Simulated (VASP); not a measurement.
# Li (Fm-3m) in VASP: a series of runs, part 2 of 2

VASP 6.6.1. The steps go on from the part before.

## Step 4: Single point, r2SCANh+D4

The input, POSCAR:

```
Li
1.0
    0.0000000000      2.2020000000      2.2020000000
    2.2020000000      0.0000000000      2.2020000000
    2.2020000000      2.2020000000      0.0000000000
Li
1
Direct
    0.0000000000      0.0000000000      0.0000000000
```

The input, INCAR.step1:

```
SYSTEM = Li
PREC = Accurate ; ENCUT = 720
EDIFF = 1E-5 ; ISMEAR = -1
SIGMA = 0.05 ; LREAL = .FALSE.
LASPH = .TRUE. ; NELM = 120
ALGO = Normal ; ISIF = 2
LWAVE = .TRUE. ; LCHARG = .FALSE.
NBANDS = 8 ; GGA = PE
GGA_COMPAT = .FALSE.
```

The input, INCAR.step2:

```
SYSTEM = Li
PREC = Accurate ; ENCUT = 720
EDIFF = 1E-6 ; ISMEAR = -1
SIGMA = 0.05 ; LREAL = .FALSE.
LASPH = .TRUE. ; NELM = 120
ALGO = Normal ; ISIF = 2
LWAVE = .FALSE. ; LCHARG = .FALSE.
METAGGA = R2SCAN ; LHFCALC = .TRUE.
AEXX = 0.1 ; LMIXTAU = .TRUE.
PRECFOCK = Normal ; IVDW = 13
VDW_S6 = 1.0 ; VDW_S8 = 0.8324
VDW_A1 = 0.4944 ; VDW_A2 = 5.9019
NBANDS = 8 ; ISTART = 1
GGA_COMPAT = .FALSE.
```

The input, KPOINTS:

```
Automatic mesh
0
G
  7 7 7
  0 0 0
```

Potentials or basis: VASP PAW PBE potentials, release 64 (Li_sv).

On the command line:

```console
> cat potpaw_PBE.64/Li_sv/POTCAR > POTCAR
> cp INCAR.step1 INCAR
> mpirun -np 1 vasp_std > vasp.out
> cp INCAR.step2 INCAR
> mpirun -np 1 vasp_std > vasp.out
```

OUTCAR:

```text
SYSTEM = Li
   PREC = Accurate
   ENCUT = 720
   EDIFF = 1E-6
   ISMEAR = -1
   LREAL = .FALSE.
   LASPH = .TRUE.
   NELM = 120
   ISIF = 2
   METAGGA = R2SCAN
   LHFCALC = .TRUE.
   AEXX = 0.1
   PRECFOCK = Normal
   IVDW = 13
   ISTART = 1

 ion  position               nearest neighbor table
   1  0.000  0.000  0.000-

  LATTYP: Found a face centered cubic cell.
 ALAT       =     4.4040000000

  Lattice vectors:

 A1 = (   0.0000000000,   2.2020000000,   2.2020000000)
 A2 = (   2.2020000000,   0.0000000000,   2.2020000000)
 A3 = (   2.2020000000,   2.2020000000,   0.0000000000)

Analysis of symmetry for initial positions (statically):
=====================================================================
 Subroutine PRICEL returns:
 Original cell was already a primitive cell.

 Routine SETGRP: Setting up the symmetry group for a
 face centered cubic supercell.

 Subroutine GETGRP returns: Found 48 space group operations
 (whereof 48 operations were pure point group operations)
 out of a pool of 48 trial point group operations.

The static configuration has the point symmetry O_h .

Analysis of symmetry for dynamics (positions and initial velocities):
=====================================================================
 Subroutine PRICEL returns:
 Original cell was already a primitive cell.

 Routine SETGRP: Setting up the symmetry group for a
 face centered cubic supercell.

 Subroutine GETGRP returns: Found 48 space group operations
 (whereof 48 operations were pure point group operations)
 out of a pool of 48 trial point group operations.

The dynamic configuration has the point symmetry O_h .

 Subroutine INISYM returns: Found 48 space group operations
 (whereof 48 operations are pure point group operations),
 and found     1 'primitive' translations

----------------------------------------------------------------------------------------

                                     Primitive cell

  volume of cell :      21.3541

  direct lattice vectors                    reciprocal lattice vectors
     0.000000000  2.202000000  2.202000000    -0.227066303  0.227066303  0.227066303
     2.202000000  0.000000000  2.202000000     0.227066303 -0.227066303  0.227066303
     2.202000000  2.202000000  0.000000000     0.227066303  0.227066303 -0.227066303

  length of vectors
     3.114098264  3.114098264  3.114098264     0.393290374  0.393290374  0.393290374

  position of ions in fractional coordinates (direct lattice)
     0.000000000  0.000000000  0.000000000

  ion indices of the primitive-cell ions
   primitive index   ion index
                 1           1

----------------------------------------------------------------------------------------

 KPOINTS: Automatic mesh

Automatic generation of k-mesh.
 Grid dimensions read from file:
 generate k-points for:    7    7    7

 Generating k-lattice:

  Cartesian coordinates                     Fractional coordinates (reciprocal lattice)
    -0.032438043  0.032438043  0.032438043     0.142857143  0.000000000  0.000000000
     0.032438043 -0.032438043  0.032438043     0.000000000  0.142857143  0.000000000
     0.032438043  0.032438043 -0.032438043     0.000000000  0.000000000  0.142857143

  Length of vectors
     0.056184339  0.056184339  0.056184339

  Shift w.r.t. Gamma in fractional coordinates (k-lattice)
     0.000000000  0.000000000  0.000000000

 Subroutine IBZKPT returns following result:
 ===========================================

 Found     20 irreducible k-points:

 Following reciprocal coordinates:
            Coordinates               Weight
  0.000000  0.000000  0.000000      1.000000
  0.142857  0.000000  0.000000      8.000000
  0.285714  0.000000  0.000000      8.000000
  0.428571  0.000000  0.000000      8.000000
  0.142857  0.142857  0.000000      6.000000
  0.285714  0.142857  0.000000     24.000000
[... 12 lines left out ...]
 -0.428571  0.428571  0.142857     24.000000
 -0.285714  0.428571  0.142857     24.000000
   k-points           NKPTS =     20   k-points in BZ     NKDIM =    343   number of bands    NBANDS=      8
   number of dos      NEDOS =    301   number of ions     NIONS =      1
   total plane-waves  NPLWV =  21952
   dimension x,y,z NGX =    28 NGY =   28 NGZ =   28
   dimension x,y,z NGXF=    56 NGYF=   56 NGZF=   56
   ions per type =               1
   NGX,Y,Z   is equivalent  to a cutoff of  14.95, 14.95, 14.95 a.u.
   NGXF,Y,Z  is equivalent  to a cutoff of  29.90, 29.90, 29.90 a.u.
 SYSTEM =  Li
   PREC   = accura    normal or accurate (medium, high low for compatibility)
   ISTART =      1    job   : 0-new  1-cont  2-samecut
   ICHARG =      0    charge: 1-file 2-atom 10-const
   ISPIN  =      1    spin polarized calculation?
   LNONCOLLINEAR =      F non collinear calculations
   LSORBIT =      F    spin-orbit coupling
   LASPH  =      T    aspherical Exc in radial PAW
   ENCUT  =  720.0 eV  52.92 Ry    7.27 a.u.   6.81  6.81  6.81*2*pi/ulx,y,z
   NELM   =    120;   NELMIN=  2; NELMDL=  0     # of ELM steps
   EDIFF  = 0.1E-05   stopping-criterion for ELM
   LREAL  =      F    real-space projection
   EDIFFG = 0.1E-04   stopping-criterion for IOM
   NSW    =      0    number of steps for IOM
   IBRION =     -1    ionic relax: 0-MD 1-quasi-New 2-CG
   NFREE  =      0    steps in history (QN), initial steepest desc. (CG)
   ISIF   =      2    stress and relaxation
   ISYM   =      3    0-nonsym 1-usesym 2-fastsym
   POTIM  = 0.5000    time-step for ionic-motion
   TEBEG  =    0.0;   TEEND  =   0.0 temperature during run
   PSTRESS=    0.0 pullay stress
   NELECT =       3.0000    total number of electrons
   NUPDOWN=      -1.0000    fix difference up-down
   EMIN   =  10.00;   EMAX   =-10.00  energy-range for DOS
   EFERMI =   0.00;   METHOD = LEGACY
   ISMEAR =    -1;   SIGMA  =   0.05  broadening in eV -4-tet -1-fermi 0-gaus
   EFERMI_NEDOS =   21; number of points for ismear=-14 and -15
   IALGO  =     38    algorithm
   IMIX   =      1    mixing-type and parameters
     AMIX     =   0.40;   BMIX     =  1.00
     AMIX_MAG =   1.60;   BMIX_MAG =  1.00
  volume/ion in A,a.u.               =      21.35       144.10
  Fermi-wavevector in a.u.,A,eV,Ry     =   0.851049  1.608250  9.854489  0.724285
  Thomas-Fermi vector in A             =   1.967122
   LORBIT       =      0    0 simple, 1 ext, 2 COOP (PROOUT), +10 PAW based schemes
   METAGGA = R2SCAN    functional components
   LHFCALC =     T    Hartree Fock is set to
   PRECFOCK=normal    Normal, Fast or Accurate (Low or Medium for compatibility)
   ENCUT4O =  -1.0   cutoff for four orbital integrals eV
   NKREDX  =     1    reduce k-point grid by
   NKREDY  =     1    reduce k-point grid by
   NKREDZ  =     1    reduce k-point grid by
   AEXX    =    0.1000 exact exchange contribution
   HFSCREEN=    0.0000 screening length (either q_TF or 0.3 A-1)
   HFSCREENC=   0.0000 screening length for correlation (either q_TF or 0.3 A-1)
   ENCUTFOCK=  -1.0 apply spherical cutoff to Coloumb kernel
   IVDW    =    13    specifies the selected vdW correction
   LEPSILON=     F    determine dielectric tensor
   LRPA    =     F    only Hartree local field effects (RPA)
 non-spin polarized calculation
  energy-cutoff  :      720.00
  volume of cell :       21.35
 maximum number of plane-waves:       950
  NGX = 24; NGY = 24; NGZ = 24

 number of electron       2.9999998 magnetization

 Free energy of the ion-electron system (eV)
  ---------------------------------------------------
  ext. energy  EPLUGINS =         0.00000000
  ---------------------------------------------------
  free energy    TOTEN  =        -2.45026634 eV

  energy without entropy =       -2.44763534  energy(sigma->0) =       -2.44895084

 E-fermi :   0.8785     XC(G=0):  -6.6478

 val. band max:        0.1073650182   @ k =   0.4286   0.2857   0.0000
 cond. band min:       0.9910160688   @ k =  -0.2857   0.2857   0.0000
 fundamental gap:      0.8836510506
 Fermi energy:         0.8784805582

 k-point     1 :       0.0000    0.0000    0.0000
  band No.  band energies     occupation
      1     -49.1266      2.00000
      2      -3.7272      2.00000
      3      16.1202      0.00000
      4      16.1202      0.00000
      5      16.1202      0.00000
      6      19.4068      0.00000
      7      19.4068      0.00000
      8      19.4068      0.00000
[... 199 lines left out ...]
 k-point    20 :      -0.2857    0.4286    0.1429
  band No.  band energies     occupation
      1     -49.1065      2.00000
      2       3.6583      0.00000
      3       4.0803      0.00000
      4       6.7036      0.00000
      5      10.1483      0.00000
      6      17.3767      0.00000
      7      20.7893      0.00000
      8      22.7723      0.00000

------------------------ aborting loop because EDIFF is reached ----------------------------------------

  DFT-D4 for vdW energy calculation

  Edisp (eV):   -0.00759

  FORCE on cell =-STRESS in cart. coord.  units (eV):
  Direction    XX          YY          ZZ          XY          YZ          ZX
  --------------------------------------------------------------------------------------
  -------------------------------------------------------------------------------------
  Total      -0.08383    -0.08383    -0.08383    -0.00000     0.00000    -0.00000
  in kB      -6.28949    -6.28949    -6.28949    -0.00000     0.00000    -0.00000
  external pressure =       -6.29 kB  Pullay stress =        0.00 kB

 VOLUME and BASIS-vectors are now :
 -----------------------------------------------------------------------------
  energy-cutoff  :      720.00
  volume of cell :       21.35
      direct lattice vectors                 reciprocal lattice vectors
     0.000000000  2.202000000  2.202000000    -0.227066303  0.227066303  0.227066303
     2.202000000  0.000000000  2.202000000     0.227066303 -0.227066303  0.227066303
     2.202000000  2.202000000  0.000000000     0.227066303  0.227066303 -0.227066303

 POSITION                                       TOTAL-FORCE (eV/Angst)
 -----------------------------------------------------------------------------------
      0.00000      0.00000      0.00000         0.000000      0.000000      0.000000
 -----------------------------------------------------------------------------------
    total drift:                                0.000000     -0.000000     -0.000000

  FREE ENERGIE OF THE ION-ELECTRON SYSTEM (eV)
  ---------------------------------------------------
  free  energy   TOTEN  =        -2.4578607210 eV

  energy  without entropy=       -2.4552297253  energy(sigma->0) =       -2.45654522
```

Wall time 26 min (1 thread of AMD EPYC 7R43 (Zen 3), shared host); peak memory 0.15 GiB.

What came out:

- Free energy: -2.4579 eV
- Pressure: -0.6 GPa
- Band gap on the k mesh: zero (an odd number of electrons rules out a gap without spin polarisation)
- Dispersion energy per atom: -0.008 eV

Caveat: the PAW data sets were made with another functional, which shifts forces and pressure a little.

## Step 5: Overview

| level | cutoff (eV) | smearing | share of exact exchange | gap on the mesh (eV) | pressure (GPa) |
| --- | --- | --- | --- | --- | --- |
| PBE0+D3(BJ) | 650 | gaussian 0.025 eV | 0.25 | none | -2.0 |
| r2SCAN0 | 720 | methfessel-paxton 0.025 eV | 0.25 | none | -0.5 |
| r2SCANh+D4 | 720 | fermi-dirac 0.05 eV | 0.1 | none | -0.6 |

Alike in all rows: task single point; potentials or basis VASP PAW PBE potentials, release 64 (Li_sv); no spin polarisation; cell as given; k mesh 7 × 7 × 7.

The pressure there spans -2.0 GPa (PBE0+D3(BJ)) to -0.5 GPa (r2SCAN0); a positive pressure means that this level wants a larger cell, a negative one a smaller.

Caveats: the PAW data sets were made with another functional, which shifts forces and pressure a little.

Total energies depend on the potentials used, so only differences within one code and one set of settings carry meaning.

The gap in the log of VASP goes by the Fermi energy; the results here count the filled bands.